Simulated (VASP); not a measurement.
# Al (Im-3m) in VASP: notebook, part 2 of 2

VASP 6.6.1. The steps go on from the part before.

### 4 Single point, r2SCAN

This run uses another cell than the first one, of 15.52 Å³/atom, 1.137 times its volume.

Input file POSCAR:

```
Al
1.0
    1.5713934506      1.5713934506      1.5713934506
   -1.5713934506      1.5713934506      1.5713934506
   -1.5713934506     -1.5713934506      1.5713934506
Al
1
Direct
    0.0000000000      0.0000000000      0.0000000000
```

Input file INCAR.step1:

```
SYSTEM = Al
PREC = Accurate
ENCUT = 520
ISMEAR = 1
SIGMA = 0.1
LREAL = .False.
LASPH = .True.
NELM = 80
NBANDS = 8
GGA = PE
ALGO = Normal
EDIFF = 1E-4
LWAVE = .True.
LCHARG = .False.
```

Input file INCAR.step2:

```
SYSTEM = Al
PREC = Accurate
ENCUT = 520
EDIFF = 1E-6
ISMEAR = 1
SIGMA = 0.1
LREAL = .False.
LASPH = .True.
NELM = 80
ALGO = Normal
ISIF = 2
LWAVE = .False.
LCHARG = .False.
METAGGA = R2SCAN
LMIXTAU = .True.
NBANDS = 8
ISTART = 1
```

Input file KPOINTS:

```
Automatic mesh
0
Gamma
  10 10 10
  0 0 0
```

Potentials or basis: VASP PAW PBE potentials, release 64 (Al).

Run with:

```sh
> cat potpaw_PBE.64/Al/POTCAR > POTCAR
> cp INCAR.step1 INCAR
> mpirun -np 1 vasp_std > vasp.out
> cp INCAR.step2 INCAR
> mpirun -np 1 vasp_std > vasp.out
```

OUTCAR:

```text
SYSTEM = Al
   PREC = Accurate
   ENCUT = 520
   EDIFF = 1E-6
   ISMEAR = 1
   LREAL = .False.
   LASPH = .True.
   NELM = 80
   ISIF = 2
   METAGGA = R2SCAN
   ISTART = 1

 ion  position               nearest neighbor table
   1  0.000  0.000  0.000-

  LATTYP: Found a body centered cubic cell.
 ALAT       =     3.1427869012

  Lattice vectors:

 A1 = (   1.5713934506,  -1.5713934506,  -1.5713934506)
 A2 = (   1.5713934506,   1.5713934506,   1.5713934506)
 A3 = (  -1.5713934506,  -1.5713934506,   1.5713934506)

Analysis of symmetry for initial positions (statically):
=====================================================================
 Subroutine PRICEL returns:
 Original cell was already a primitive cell.

 Routine SETGRP: Setting up the symmetry group for a
 body centered cubic supercell.

 Subroutine GETGRP returns: Found 48 space group operations
 (whereof 48 operations were pure point group operations)
 out of a pool of 48 trial point group operations.

The static configuration has the point symmetry O_h .

Analysis of symmetry for dynamics (positions and initial velocities):
=====================================================================
 Subroutine PRICEL returns:
 Original cell was already a primitive cell.
[... 153 lines left out ...]

 E-fermi :   8.6339     XC(G=0): -11.1508

 val. band max:        8.5088424882   @ k =  -0.4000   0.4000   0.2000
 cond. band min:       8.6617205523   @ k =   0.4000   0.2000   0.2000
 fundamental gap:      0.1528780641
 Fermi energy:         8.6338960018

 k-point     1 :       0.0000    0.0000    0.0000
  band No.  band energies     occupation
      1      -3.6176      2.00000
      2      23.1112      0.00000
      3      23.1113      0.00000
      4      23.1113      0.00000
      5      25.5859      0.00000
      6      25.5859      0.00000
      7      25.5859      0.00000
      8      26.4444      0.00000
[... 243 lines left out ...]
 k-point    24 :       0.5000    0.3000    0.1000
  band No.  band energies     occupation
      1       3.2032      2.00000
      2       8.7614     -0.07019
      3       9.8869     -0.00000
      4      20.6168      0.00000
      5      20.7354      0.00000
      6      22.2976      0.00000
      7      26.7669      0.00000
      8      32.0829      0.00000

 [... further k-points ...]
[... 5 lines left out ...]
  --------------------------------------------------------------------------------------
  -------------------------------------------------------------------------------------
  Total        0.4504280      0.4504280      0.4504280     -0.0000000     -0.0000000     -0.0000000
  in kB       46.4966003     46.4966003     46.4966003     -0.0000000     -0.0000000     -0.0000000
  external PRESSURE =      46.4966003 kB  Pullay stress =       0.0000000 kB

 VOLUME and BASIS-vectors are now :
 -----------------------------------------------------------------------------
  energy-cutoff  :      520.00
  volume of cell :       15.52
      direct lattice vectors                 reciprocal lattice vectors
     1.571393451  1.571393451  1.571393451     0.318188930  0.000000000  0.318188930
    -1.571393451  1.571393451  1.571393451    -0.318188930  0.318188930  0.000000000
    -1.571393451 -1.571393451  1.571393451     0.000000000 -0.318188930  0.318188930

 POSITION                                       TOTAL-FORCE (eV/Angst)
 -----------------------------------------------------------------------------------
      0.00000      0.00000      0.00000         0.000000     -0.000000     -0.000000
 -----------------------------------------------------------------------------------
    total drift:                               -0.000000     -0.000000     -0.000000

  FREE ENERGIE OF THE ION-ELECTRON SYSTEM (eV)
  ---------------------------------------------------
  free  energy   TOTEN  =        -6.6230484804 eV

  energy  without entropy=       -6.6232885387  energy(sigma->0) =       -6.62312850
```

OSZICAR.step1:

```text
N       E                     dE             d eps       ncg     rms          rms(c)
DAV:   1    -0.220058708373E+01   -0.22006E+01   -0.88342E+02   752   0.207E+02
DAV:   2    -0.364951831109E+01   -0.14489E+01   -0.14369E+01   992   0.192E+01
DAV:   3    -0.365752396190E+01   -0.80057E-02   -0.80051E-02   928   0.156E+00
DAV:   4    -0.365755231598E+01   -0.28354E-04   -0.28354E-04  1088   0.811E-02
DAV:   5    -0.365755239187E+01   -0.75895E-07   -0.75634E-07   944   0.303E-03    0.134E+00
DAV:   6    -0.364261210692E+01    0.14940E-01   -0.16496E-03   880   0.183E-01    0.774E-01
DAV:   7    -0.363221889022E+01    0.10393E-01   -0.49794E-03   840   0.299E-01    0.151E-01
DAV:   8    -0.363221372018E+01    0.51700E-05   -0.19380E-05   856   0.303E-02
   1 F= -.36322137E+01 E0= -.36320819E+01  d E =-.395484E-03
```

It took 11 s on 1 thread of Intel Xeon 6975P-C (Granite Rapids), shared host; peak memory 0.12 GiB.

What came out:

| Property | Result |
| --- | --- |
| Free energy | -6.6230 eV |
| Pressure | 4.6 GPa |

Levels at points of the mesh, in eV from the Fermi level:
| k point | band 1 | band 2 | band 3 | band 4 | band 5 |
| --- | --- | --- | --- | --- | --- |
| (0.00, 0.00, 0.00) | -12.25 | 14.48 | 14.48 | 14.48 | 16.95 |
| (0.50, 0.00, 0.00) | -4.90 | -4.03 | 8.88 | 9.38 | 11.14 |
| (0.50, 0.50, 0.50) | 2.17 | 2.17 | 2.17 | 2.92 | 2.92 |

Caveat: the PAW data sets were made with another functional, which shifts forces and pressure a little.

### 5 Single point, r2SCAN

This run uses another cell than the first one, of 16.35 Å³/atom, 1.198 times its volume.

Input file POSCAR:

```
Al
1.0
    1.5990172978      1.5990172978      1.5990172978
   -1.5990172978      1.5990172978      1.5990172978
   -1.5990172978     -1.5990172978      1.5990172978
Al
1
Direct
    0.0000000000      0.0000000000      0.0000000000
```

INCAR.step1 is that of step 4.

Edit INCAR.step2 of step 4 so:

```diff
@@ -12,5 +12,7 @@
 LWAVE = .False.
-LCHARG = .False.
+LCHARG = .True.
 METAGGA = R2SCAN
 LMIXTAU = .True.
+LELF = .True.
+LVHAR = .True.
 NBANDS = 8
```

Input file KPOINTS:

```
regular mesh
0
Gamma
  10 10 10
  0 0 0
```

Run with:

```sh
> cat potpaw_PBE.64/Al/POTCAR > POTCAR
> cp INCAR.step1 INCAR
> mpirun -np 1 vasp_std > vasp.out
> cp INCAR.step2 INCAR
> mpirun -np 1 vasp_std > vasp.out
```

It took 11 s on 1 thread of Intel Xeon 6975P-C (Granite Rapids), shared host; peak memory 0.13 GiB.

The run converged. Its results:

```yaml
Free_energy: -6.6336 eV
Pressure: -0.3 GPa
```

Levels at points of the mesh, in eV from the Fermi level:
```csv
k point,band 1,band 2,band 3,band 4
"(0.00, 0.00, 0.00)",-11.87,14.15,14.15,14.15
"(0.50, 0.00, 0.00)",-4.70,-3.97,8.75,8.95
"(0.50, 0.50, 0.50)",2.07,2.07,2.07,3.00
```

Caveat: the PAW data sets were made with another functional, which shifts forces and pressure a little.

### 6 Summary

| cell | gap on the mesh (eV) | pressure (GPa) |
| --- | --- | --- |
| a = 2.608 Å, angles 70.5, 109.5, 70.5°, 1 atom | none | 19.4 |
| a = 2.679 Å, angles 70.5, 109.5, 70.5°, 1 atom | none | 9.7 |
| a = 2.722 Å, angles 70.5, 109.5, 70.5°, 1 atom | none | 4.6 |
| a = 2.770 Å, angles 70.5, 109.5, 70.5°, 1 atom | none | -0.3 |

Alike in all rows: task single point; level r2SCAN; potentials or basis VASP PAW PBE potentials, release 64 (Al); no spin polarisation; k mesh 10 × 10 × 10; cutoff (eV) 520; smearing methfessel-paxton 0.1 eV.

Caveats: the PAW data sets were made with another functional, which shifts forces and pressure a little.

Total energies depend on the potentials used, so only differences within one code and one set of settings carry meaning.
